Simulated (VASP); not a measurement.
# Ti (Fm-3m) in VASP: single point with PBE

Aim: the single point of Ti with PBE.

Everything below comes from runs of VASP 6.6.1. Logs are shortened: lines on timing, memory, paths and dates and some standing lists are left out, and cuts for length are marked.

**1. The cell of the first run**

The structure is cubic, space group Fm-3m (No. 225). Conventional cell: a = 4.120 Å, b = 4.120 Å, c = 4.120 Å, α = 90.00°, β = 90.00°, γ = 90.00°. Within 3.8 Å of Ti (site symmetry m-3m) lie 12 Ti at 2.91 Å.

**2. Single point, PBE**

INCAR reads:

```
PREC = Accurate
ENCUT = 520
EDIFF = 1E-6
ISMEAR = -1
SIGMA = 0.13605693000000002
LREAL = False
LASPH = True
NELM = 80
ALGO = Normal
ISIF = 2
LWAVE = False
LCHARG = False
GGA = PE
NBANDS = 12
```

KPOINTS reads:

```
Automatic mesh
0
Gamma
  14 14 14
```

POSCAR reads:

```
Ti
1.0
    0.0000000000      2.0599359015      2.0599359015
    2.0599359015      0.0000000000      2.0599359015
    2.0599359015      2.0599359015      0.0000000000
Ti
1
Direct
    0.0000000000      0.0000000000      0.0000000000
```

Potentials or basis: VASP PAW PBE potentials, release 64 (Ti_sv).

Command:

```console
cat potpaw_PBE.64/Ti_sv/POTCAR > POTCAR
mpirun -np 1 vasp_std > vasp.out
```

OUTCAR:

```text
PREC = Accurate
   ENCUT = 520
   EDIFF = 1E-6
   ISMEAR = -1
   LREAL = False
   LASPH = True
   NELM = 80
   ISIF = 2
   GGA = PE

 ion  position               nearest neighbor table
   1  0.000  0.000  0.000-

  LATTYP: Found a face centered cubic cell.
 ALAT       =     4.1198718030

  Lattice vectors:

 A1 = (   0.0000000000,   2.0599359015,   2.0599359015)
 A2 = (   2.0599359015,   0.0000000000,   2.0599359015)
 A3 = (   2.0599359015,   2.0599359015,   0.0000000000)

Analysis of symmetry for initial positions (statically):
=====================================================================
 Subroutine PRICEL returns:
 Original cell was already a primitive cell.

 Routine SETGRP: Setting up the symmetry group for a
 face centered cubic supercell.

 Subroutine GETGRP returns: Found 48 space group operations
 (whereof 48 operations were pure point group operations)
 out of a pool of 48 trial point group operations.

The static configuration has the point symmetry O_h .

Analysis of symmetry for dynamics (positions and initial velocities):
=====================================================================
 Subroutine PRICEL returns:
 Original cell was already a primitive cell.

 Routine SETGRP: Setting up the symmetry group for a
 face centered cubic supercell.

 Subroutine GETGRP returns: Found 48 space group operations
 (whereof 48 operations were pure point group operations)
 out of a pool of 48 trial point group operations.

The dynamic configuration has the point symmetry O_h .

 Subroutine INISYM returns: Found 48 space group operations
 (whereof 48 operations are pure point group operations),
 and found     1 'primitive' translations

----------------------------------------------------------------------------------------

                                     Primitive cell

  volume of cell :      17.4820

  direct lattice vectors                    reciprocal lattice vectors
     0.000000000  2.059935901  2.059935901    -0.242725999  0.242725999  0.242725999
     2.059935901  0.000000000  2.059935901     0.242725999 -0.242725999  0.242725999
     2.059935901  2.059935901  0.000000000     0.242725999  0.242725999 -0.242725999

  length of vectors
     2.913189290  2.913189290  2.913189290     0.420413763  0.420413763  0.420413763

  position of ions in fractional coordinates (direct lattice)
     0.000000000  0.000000000  0.000000000

  ion indices of the primitive-cell ions
   primitive index   ion index
                 1           1

----------------------------------------------------------------------------------------

 KPOINTS: Automatic mesh

Automatic generation of k-mesh.
 Grid dimensions read from file:
 generate k-points for:   14   14   14

 Generating k-lattice:

  Cartesian coordinates                     Fractional coordinates (reciprocal lattice)
    -0.017337571  0.017337571  0.017337571     0.071428571  0.000000000  0.000000000
     0.017337571 -0.017337571  0.017337571     0.000000000  0.071428571  0.000000000
     0.017337571  0.017337571 -0.017337571     0.000000000  0.000000000  0.071428571

  Length of vectors
     0.030029554  0.030029554  0.030029554

  Shift w.r.t. Gamma in fractional coordinates (k-lattice)
     0.000000000  0.000000000  0.000000000

 Subroutine IBZKPT returns following result:
 ===========================================

 Found    104 irreducible k-points:

 Following reciprocal coordinates:
            Coordinates               Weight
  0.000000  0.000000  0.000000      1.000000
  0.071429  0.000000  0.000000      8.000000
  0.142857  0.000000  0.000000      8.000000
  0.214286  0.000000  0.000000      8.000000
  0.285714  0.000000  0.000000      8.000000
  0.357143  0.000000  0.000000      8.000000
[... 16 lines left out ...]
  0.214286  0.142857  0.000000     24.000000
  0.285714  0.142857  0.000000     24.000000
 [... further k-points ...]
   k-points           NKPTS =    104   k-points in BZ     NKDIM =    104   number of bands    NBANDS=     12
   number of dos      NEDOS =    301   number of ions     NIONS =      1
   total plane-waves  NPLWV =  13824
   dimension x,y,z NGX =    24 NGY =   24 NGZ =   24
   dimension x,y,z NGXF=    48 NGYF=   48 NGZF=   48
   ions per type =               1
   NGX,Y,Z   is equivalent  to a cutoff of  13.70, 13.70, 13.70 a.u.
   NGXF,Y,Z  is equivalent  to a cutoff of  27.39, 27.39, 27.39 a.u.
 SYSTEM =  unknown system
   PREC   = accura    normal or accurate (medium, high low for compatibility)
   ISTART =      0    job   : 0-new  1-cont  2-samecut
   ICHARG =      2    charge: 1-file 2-atom 10-const
   ISPIN  =      1    spin polarized calculation?
   LNONCOLLINEAR =      F non collinear calculations
   LSORBIT =      F    spin-orbit coupling
   LASPH  =      T    aspherical Exc in radial PAW
   ENCUT  =  520.0 eV  38.22 Ry    6.18 a.u.   5.42  5.42  5.42*2*pi/ulx,y,z
   NELM   =     80;   NELMIN=  2; NELMDL= -5     # of ELM steps
   EDIFF  = 0.1E-05   stopping-criterion for ELM
   LREAL  =      F    real-space projection
   EDIFFG = 0.1E-04   stopping-criterion for IOM
   NSW    =      0    number of steps for IOM
   IBRION =     -1    ionic relax: 0-MD 1-quasi-New 2-CG
   NFREE  =      0    steps in history (QN), initial steepest desc. (CG)
   ISIF   =      2    stress and relaxation
   ISYM   =      2    0-nonsym 1-usesym 2-fastsym
   POTIM  = 0.5000    time-step for ionic-motion
   TEBEG  =    0.0;   TEEND  =   0.0 temperature during run
   PSTRESS=    0.0 pullay stress
   NELECT =      12.0000    total number of electrons
   NUPDOWN=      -1.0000    fix difference up-down
   EMIN   =  10.00;   EMAX   =-10.00  energy-range for DOS
   EFERMI =   0.00;   METHOD = LEGACY
   ISMEAR =    -1;   SIGMA  =   0.14  broadening in eV -4-tet -1-fermi 0-gaus
   EFERMI_NEDOS =   21; number of points for ismear=-14 and -15
   IALGO  =     38    algorithm
   IMIX   =      4    mixing-type and parameters
     AMIX     =   0.40;   BMIX     =  1.00
     AMIX_MAG =   1.60;   BMIX_MAG =  1.00
  volume/ion in A,a.u.               =      17.48       117.97
  Fermi-wavevector in a.u.,A,eV,Ry     =   1.444125  2.729001 28.374921  2.085498
  Thomas-Fermi vector in A             =   2.562456
   LORBIT       =      0    0 simple, 1 ext, 2 COOP (PROOUT), +10 PAW based schemes
   GGA     = PE    functional components
   LHFCALC =     F    Hartree Fock is set to
   AEXX    =    0.0000 exact exchange contribution
   IVDW    =     0    specifies the selected vdW correction
   LEPSILON=     F    determine dielectric tensor
   LRPA    =     F    only Hartree local field effects (RPA)
 non-spin polarized calculation
  energy-cutoff  :      520.00
  volume of cell :       17.48
 maximum number of plane-waves:       495
 NGX is ok and might be reduce to    24
   NGX = 11   NGY = 11   NGZ = 11

 number of electron      12.0000001 magnetization

 Free energy of the ion-electron system (eV)
  ---------------------------------------------------
  ext. energy  EPLUGINS =         0.00000000
  ---------------------------------------------------
  free energy    TOTEN  =        -7.83036141 eV

  energy without entropy =       -7.72561488  energy(sigma->0) =       -7.77798815

 E-fermi :   8.1543     XC(G=0): -11.4670

 val. band max:        8.1537627016   @ k =   0.2857   0.0000   0.0000
 cond. band min:       8.1623231783   @ k =   0.2143   0.1429   0.0000
 fundamental gap:      0.0085604768
 Fermi energy:         8.1543047707

 k-point     1 :       0.0000    0.0000    0.0000
  band No.  band energies     occupation
      1     -48.5587      2.00000
      2     -24.4259      2.00000
      3     -24.4259      2.00000
      4     -24.4259      2.00000
      5       2.0700      2.00000
      6       9.0295      0.00321
      7       9.0295      0.00321
      8       9.0295      0.00321
      9      10.6464      0.00000
     10      10.6464      0.00000
     11      23.3611      0.00000
     12      27.8040      0.00000

 k-point     2 :       0.0714    0.0000    0.0000
  band No.  band energies     occupation
      1     -48.5530      2.00000
      2     -24.4595      2.00000
      3     -24.4302      2.00000
      4     -24.4302      2.00000
      5       2.2339      2.00000
      6       8.9291      0.00670
      7       9.0880      0.00209
      8       9.0880      0.00209
      9      10.6090      0.00000
     10      10.6090      0.00000
     11      23.4857      0.00000
     12      26.5652      0.00000

 k-point     3 :       0.1429    0.0000    0.0000
  band No.  band energies     occupation
      1     -48.5367      2.00000
      2     -24.5527      2.00000
      3     -24.4420      2.00000
      4     -24.4420      2.00000
      5       2.7075      2.00000
      6       8.6713      0.04378
      7       9.2226      0.00078
      8       9.2226      0.00078
      9      10.5465      0.00000
     10      10.5465      0.00000
     11      23.4746      0.00000
     12      24.7991      0.00000
[... 286 lines left out ...]
 k-point    23 :       0.2143    0.1429    0.0000
  band No.  band energies     occupation
      1     -48.5116      2.00000
      2     -24.6352      2.00000
      3     -24.4913      2.00000
      4     -24.4861      2.00000
      5       3.4452      2.00000
      6       8.1623      0.97054
      7       9.4691      0.00013
      8       9.5914      0.00005
      9       9.9930      0.00000
     10      10.9331      0.00000
     11      23.5724      0.00000
     12      24.4465      0.00000

 k-point    24 :       0.2857    0.1429    0.0000
  band No.  band energies     occupation
      1     -48.4886      2.00000
      2     -24.7536      2.00000
      3     -24.5126      2.00000
      4     -24.5061      2.00000
      5       4.1829      2.00000
      6       7.9038      1.72617
      7       9.1733      0.00112
      8       9.6610      0.00003
      9      10.4042      0.00000
     10      11.1358      0.00000
     11      21.6308      0.00000
     12      24.1409      0.00000

 [... further k-points ...]
[... 5 lines left out ...]
  --------------------------------------------------------------------------------------
  -------------------------------------------------------------------------------------
  Total       -0.0363359     -0.0363359     -0.0363359     -0.0000000     -0.0000000      0.0000000
  in kB       -3.3300824     -3.3300824     -3.3300824     -0.0000000     -0.0000000      0.0000000
  external PRESSURE =      -3.3300824 kB  Pullay stress =       0.0000000 kB

 VOLUME and BASIS-vectors are now :
 -----------------------------------------------------------------------------
  energy-cutoff  :      520.00
  volume of cell :       17.48
      direct lattice vectors                 reciprocal lattice vectors
     0.000000000  2.059935901  2.059935901    -0.242725999  0.242725999  0.242725999
     2.059935901  0.000000000  2.059935901     0.242725999 -0.242725999  0.242725999
     2.059935901  2.059935901  0.000000000     0.242725999  0.242725999 -0.242725999

 POSITION                                       TOTAL-FORCE (eV/Angst)
 -----------------------------------------------------------------------------------
      0.00000      0.00000      0.00000         0.000000      0.000000      0.000000
 -----------------------------------------------------------------------------------
    total drift:                               -0.000000     -0.000000     -0.000000

  FREE ENERGIE OF THE ION-ELECTRON SYSTEM (eV)
  ---------------------------------------------------
  free  energy   TOTEN  =        -7.8303614134 eV

  energy  without entropy=       -7.7256148767  energy(sigma->0) =       -7.77798815
```

Wall time 34 s (1 thread of AMD EPYC 7R13 (Zen 3), shared host); peak memory 0.12 GiB.

What came out:

| Item | Value |
| --- | --- |
| Free energy | -7.8304 eV |
| Pressure | -0.3 GPa |
| Band gap on the k mesh | zero (band 6 reaches 9.03 eV, above the bottom of band 7 at 7.77 eV) |
